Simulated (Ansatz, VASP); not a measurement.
# ZrB2 in VASP and in Ansatz

```
CELL_PARAMETERS angstrom
3.17137 0.00000 0.00000
-1.58568 2.74649 0.00000
0.00000 0.00000 3.54189
ATOMIC_POSITIONS crystal
Zr 0.00000 0.00000 0.00000
B 0.33333 0.66667 0.50000
B 0.66667 0.33333 0.50000
```

Alike in both runs: functional PBE; k mesh 16 × 16 × 12; occupations fermi-dirac, width 0.05 eV; no spin polarisation.

Ansatz relaxed the structure, and its values are those at the end. VASP's run is a single point on that final structure, the one shown.

|  | VASP | Ansatz |
| --- | --- | --- |
| version | VASP 6.6.1 | Ansatz 0.2.0 |
| potentials or method | VASP PAW PBE potentials, release 64 (Zr_sv, B) | plane waves, PAW |
| plane-wave cutoff (eV) | 520 | 420 |
| valence electrons in the cell | 18 | 18 |

VASP gave:

* pressure (GPa): 0.1

Estimate Ansatz's values.

pressure (GPa): 0.0.

With one functional, cell and mesh, what is left measures potentials, basis and numerics.
